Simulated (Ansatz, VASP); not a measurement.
## PbS in VASP and in Ansatz

INCAR

```
SYSTEM = PbS
ALGO = Normal
EDIFF = 1E-7
ENCUT = 520
ISIF = 2
ISMEAR = -1
LASPH = .TRUE.
LCHARG = .FALSE.
LREAL = .FALSE.
LWAVE = .FALSE.
NBANDS = 17
NELM = 80
PREC = Accurate
SIGMA = 0.06
```

File KPOINTS:

```
k-points
0
G
  8 8 8
  0 0 0
```

POSCAR

```
PbS
1.0
    0.0000000000      3.0040175000      3.0040175000
    3.0040175000      0.0000000000      3.0040175000
    3.0040175000      3.0040175000      0.0000000000
Pb S
1 1
Direct
    0.0000000000      0.0000000000      0.0000000000
    0.5000000000      0.5000000000      0.5000000000
```

Input for Ansatz:

```yaml
crystal:
  atoms:
  - position: [0.0, 0.0, 0.0]
    symbol: Pb
  - position: [0.5, 0.5, 0.5]
    symbol: S
  lattice:
  - [0.0, 3.0040175, 3.0040175]
  - [3.0040175, 0.0, 3.0040175]
  - [3.0040175, 3.0040175, 0.0]
hamiltonian:
  dispersion: none
  pseudopotentials:
    kind: all_electron
    lapw: {}
    relativity: scalar
  xc: lda
kpoints:
  mp_grid:
    grid: [8, 8, 8]
    shift: [0, 0, 0]
magnetization: {spin_polarized: false}
output: {forces: true, stress: true}
scf:
  occupations: {method: fermi_dirac, width: 0.06}
```

Alike in both runs: task single point; functional LDA; k mesh 8 × 8 × 8; occupations fermi-dirac, width 0.06 eV; no spin polarisation.

```csv
,VASP,Ansatz
version,VASP 6.6.1,Ansatz 0.2 development build
potentials or method,"VASP PAW LDA potentials, release 64 (Pb_d, S), cutoff 520 eV","all-electron full-potential LAPW, scalar-relativistic"
```

```csv
,VASP,Ansatz,Ansatz less VASP
pressure (GPa),-4.4,-4.5,-0.02
```

LDA's correlation is that of Perdew and Zunger in VASP and of Perdew and Wang (1992) in Ansatz. Ansatz ran all-electron here, and VASP with PAW potentials.

Neither program's run includes spin-orbit coupling.
